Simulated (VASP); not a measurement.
# Re (Fd-3m) in VASP: single point with PBE

Aim: the single point of Re with PBE.

Program: VASP 6.6.1. These are calculated values, not measurements. Logs are shortened: lines on timing, memory, paths and dates and some standing lists are left out, and cuts for length are marked.

## Step 1: The cell of the first run

It takes space group Fd-3m (No. 227, cubic). Conventional cell: a = 5.870 Å, b = 5.870 Å, c = 5.870 Å, α = 90.00°, β = 90.00°, γ = 90.00°. Re (site symmetry -43m) has 4 Re at 2.54 Å within 3.4 Å.

This isn't the form of Re at room conditions, which is hcp.

## Step 2: Single point, PBE (25.28 Å³/atom)

Input file INCAR:

```
  ALGO = Normal
  EDIFF = 1E-6
  ENCUT = 560
  GGA = PE
  GGA_COMPAT = F
  ISIF = 2
  ISMEAR = -1
  LASPH = T
  LCHARG = T
  LELF = T
  LREAL = F
  LVHAR = T
  LWAVE = F
  NBANDS = 22
  NELM = 120
  PREC = Accurate
  SIGMA = 0.1
```

Input file KPOINTS:

```
k-points
0
Gamma
  16 16 16
```

Input file POSCAR:

```
Re
1.0
    0.0000000000      2.9347648480      2.9347648480
    2.9347648480      0.0000000000      2.9347648480
    2.9347648480      2.9347648480      0.0000000000
Re
2
Direct
    0.1250000000      0.1250000000      0.1250000000
    0.8750000000      0.8750000000      0.8750000000
```

Potentials or basis: VASP PAW PBE potentials, release 64 (Re_sv_GW).

Command:

```sh
$ cat potpaw_PBE.64/Re_sv_GW/POTCAR > POTCAR
$ mpirun -np 1 vasp_std > vasp.out
```

OUTCAR:

```text
EDIFF = 1E-6
   ENCUT = 560
   GGA = PE
   ISIF = 2
   ISMEAR = -1
   LASPH = T
   LREAL = F
   NELM = 120
   PREC = Accurate

 ion  position               nearest neighbor table
   1  0.125  0.125  0.125-   2 2.54   2 2.54   2 2.54   2 2.54
   2  0.875  0.875  0.875-   1 2.54   1 2.54   1 2.54   1 2.54

  LATTYP: Found a face centered cubic cell.
 ALAT       =     5.8695296960

  Lattice vectors:

 A1 = (   0.0000000000,   2.9347648480,   2.9347648480)
 A2 = (   2.9347648480,   0.0000000000,   2.9347648480)
 A3 = (   2.9347648480,   2.9347648480,   0.0000000000)

Analysis of symmetry for initial positions (statically):
=====================================================================
 Subroutine PRICEL returns:
 Original cell was already a primitive cell.

 Routine SETGRP: Setting up the symmetry group for a
 face centered cubic supercell.

 Subroutine GETGRP returns: Found 48 space group operations
 (whereof 12 operations were pure point group operations)
 out of a pool of 48 trial point group operations.

The static configuration has the point symmetry D_3d.
 The point group associated with its full space group is O_h .

Analysis of symmetry for dynamics (positions and initial velocities):
=====================================================================
 Subroutine PRICEL returns:
 Original cell was already a primitive cell.

 Routine SETGRP: Setting up the symmetry group for a
 face centered cubic supercell.

 Subroutine GETGRP returns: Found 48 space group operations
 (whereof 12 operations were pure point group operations)
 out of a pool of 48 trial point group operations.

The dynamic configuration has the point symmetry D_3d.
 The point group associated with its full space group is O_h .

 Subroutine INISYM returns: Found 48 space group operations
 (whereof 12 operations are pure point group operations),
 and found     1 'primitive' translations

----------------------------------------------------------------------------------------

                                     Primitive cell

  volume of cell :      50.5533

  direct lattice vectors                    reciprocal lattice vectors
     0.000000000  2.934764848  2.934764848    -0.170371401  0.170371401  0.170371401
     2.934764848  0.000000000  2.934764848     0.170371401 -0.170371401  0.170371401
     2.934764848  2.934764848  0.000000000     0.170371401  0.170371401 -0.170371401

[... 78 lines left out ...]
   LNONCOLLINEAR =      F non collinear calculations
   LSORBIT =      F    spin-orbit coupling
   LASPH  =      T    aspherical Exc in radial PAW
   ENCUT  =  560.0 eV  41.16 Ry    6.42 a.u.   8.01  8.01  8.01*2*pi/ulx,y,z
   NELM   =    120;   NELMIN=  2; NELMDL= -5     # of ELM steps
   EDIFF  = 0.1E-05   stopping-criterion for ELM
   LREAL  =      F    real-space projection
   EDIFFG = 0.1E-04   stopping-criterion for IOM
   NSW    =      0    number of steps for IOM
   IBRION =     -1    ionic relax: 0-MD 1-quasi-New 2-CG
   NFREE  =      0    steps in history (QN), initial steepest desc. (CG)
   ISIF   =      2    stress and relaxation
   ISYM   =      2    0-nonsym 1-usesym 2-fastsym
   POTIM  = 0.5000    time-step for ionic-motion
   TEBEG  =    0.0;   TEEND  =   0.0 temperature during run
   PSTRESS=    0.0 pullay stress
   NELECT =      30.0000    total number of electrons
   NUPDOWN=      -1.0000    fix difference up-down
   EMIN   =  10.00;   EMAX   =-10.00  energy-range for DOS
   EFERMI =   0.00;   METHOD = LEGACY
   ISMEAR =    -1;   SIGMA  =   0.10  broadening in eV -4-tet -1-fermi 0-gaus
   EFERMI_NEDOS =   21; number of points for ismear=-14 and -15
   IALGO  =     38    algorithm
   IMIX   =      4    mixing-type and parameters
     AMIX     =   0.40;   BMIX     =  1.00
     AMIX_MAG =   1.60;   BMIX_MAG =  1.00
  volume/ion in A,a.u.               =      25.28       170.58
  Fermi-wavevector in a.u.,A,eV,Ry     =   1.375726  2.599745 25.750686  1.892622
  Thomas-Fermi vector in A             =   2.501036
   LORBIT       =      0    0 simple, 1 ext, 2 COOP (PROOUT), +10 PAW based schemes
   GGA     = PE    functional components
   LHFCALC =     F    Hartree Fock is set to
   AEXX    =    0.0000 exact exchange contribution
   IVDW    =     0    specifies the selected vdW correction
   LEPSILON=     F    determine dielectric tensor
   LRPA    =     F    only Hartree local field effects (RPA)
 non-spin polarized calculation
  energy-cutoff  :      560.00
  volume of cell :       50.55
 maximum number of plane-waves:      1544
   NGX = 17   NGY = 17   NGZ = 17

 number of electron      29.9999998 magnetization

 Free energy of the ion-electron system (eV)
  ---------------------------------------------------
  ext. energy  EPLUGINS =         0.00000000
  ---------------------------------------------------
  free energy    TOTEN  =       -24.61722107 eV

  energy without entropy =      -24.56660422  energy(sigma->0) =      -24.59191264

 E-fermi :   5.5452     XC(G=0): -10.7384

 val. band max:        5.5438559431   @ k =  -0.3750   0.2500   0.0625
 cond. band min:       5.5455077820   @ k =  -0.4375   0.5000   0.0625
 fundamental gap:      0.0016518390
 Fermi energy:         5.5451894800

 k-point     1 :       0.0000    0.0000    0.0000
  band No.  band energies     occupation
      1     -74.1310      2.00000
      2     -73.9266      2.00000
      3     -36.1806      2.00000
      4     -36.1806      2.00000
      5     -36.1806      2.00000
      6     -35.5132      2.00000
[... 589 lines left out ...]
     21      16.0644      0.00000
     22      17.1177      0.00000

 [... further k-points ...]

------------------------ aborting loop because EDIFF is reached ----------------------------------------

  FORCE on cell =-STRESS in cart. coord.  units (eV):
  Direction    XX          YY          ZZ          XY          YZ          ZX
  --------------------------------------------------------------------------------------
  -------------------------------------------------------------------------------------
  Total       -5.2610176     -5.2610176     -5.2610176      0.0000000     -0.0000000      0.0000000
  in kB     -166.7363968   -166.7363968   -166.7363968      0.0000000     -0.0000000      0.0000000
  external PRESSURE =    -166.7363968 kB  Pullay stress =       0.0000000 kB

 VOLUME and BASIS-vectors are now :
 -----------------------------------------------------------------------------
  energy-cutoff  :      560.00
  volume of cell :       50.55
      direct lattice vectors                 reciprocal lattice vectors
     0.000000000  2.934764848  2.934764848    -0.170371401  0.170371401  0.170371401
     2.934764848  0.000000000  2.934764848     0.170371401 -0.170371401  0.170371401
     2.934764848  2.934764848  0.000000000     0.170371401  0.170371401 -0.170371401

 POSITION                                       TOTAL-FORCE (eV/Angst)
 -----------------------------------------------------------------------------------
      0.73369      0.73369      0.73369        -0.000000      0.000000     -0.000000
      5.13584      5.13584      5.13584         0.000000     -0.000000      0.000000
 -----------------------------------------------------------------------------------
    total drift:                                0.000000      0.000000     -0.000000

  FREE ENERGIE OF THE ION-ELECTRON SYSTEM (eV)
  ---------------------------------------------------
  free  energy   TOTEN  =       -24.6172210666 eV

  energy  without entropy=      -24.5666042164  energy(sigma->0) =      -24.59191264
```

OSZICAR:

```text
N       E                     dE             d eps       ncg     rms          rms(c)
DAV:   1     0.295096672577E+03    0.29510E+03   -0.20574E+04  7076   0.141E+03
DAV:   2    -0.103279285563E+02   -0.30542E+03   -0.29385E+03  8370   0.405E+02
DAV:   3    -0.260848219497E+02   -0.15757E+02   -0.15512E+02  7680   0.851E+01
DAV:   4    -0.263200710257E+02   -0.23525E+00   -0.23505E+00  7006   0.109E+01
DAV:   5    -0.263230715541E+02   -0.30005E-02   -0.30003E-02  7634   0.113E+00    0.179E+02
DAV:   6    -0.247383310471E+02    0.15847E+01   -0.34604E+00  7196   0.114E+01    0.923E+01
DAV:   7    -0.246516241389E+02    0.86707E-01   -0.11573E+00  7490   0.659E+00    0.681E+00
DAV:   8    -0.246169188190E+02    0.34705E-01   -0.16362E-01  6632   0.267E+00    0.213E+00
DAV:   9    -0.246171462316E+02   -0.22741E-03   -0.31957E-03  7448   0.555E-01    0.621E-01
DAV:  10    -0.246172113837E+02   -0.65152E-04   -0.66627E-05  7068   0.772E-02    0.763E-02
DAV:  11    -0.246172218309E+02   -0.10447E-04   -0.69714E-06  6328   0.206E-02    0.638E-02
DAV:  12    -0.246172208075E+02    0.10233E-05   -0.18416E-06  4728   0.109E-02    0.346E-02
DAV:  13    -0.246172210666E+02   -0.25907E-06   -0.31556E-07  3712   0.315E-03
   1 F= -.24617221E+02 E0= -.24591913E+02  d E =-.506169E-01
```

stdout:

```text
POSCAR found type information on POSCAR Re
 POSCAR found :  1 types and       2 ions
 scaLAPACK will be used
 LDA part: xc-table for (Slater+PW92), standard interpolation
 POSCAR, INCAR and KPOINTS ok, starting setup
 FFT: planning ... GRIDC
 FFT: planning ... GRID_SOFT
 FFT: planning ... GRID
 WAVECAR not read
 entering main loop
```

Wall time 3.7 min (1 thread of Intel Xeon Platinum 8375C at 2.90GHz (Ice Lake), shared host); peak memory 0.29 GiB.

Results:

```
Free energy            : -24.6172 eV
Pressure               : -16.7 GPa
Band gap on the k mesh : zero (bands 15 and 16 overlap by 1.26 eV)
```

Caveat: the cell stands under tension; spin-orbit coupling is left out, which moves the levels of the heavy elements.
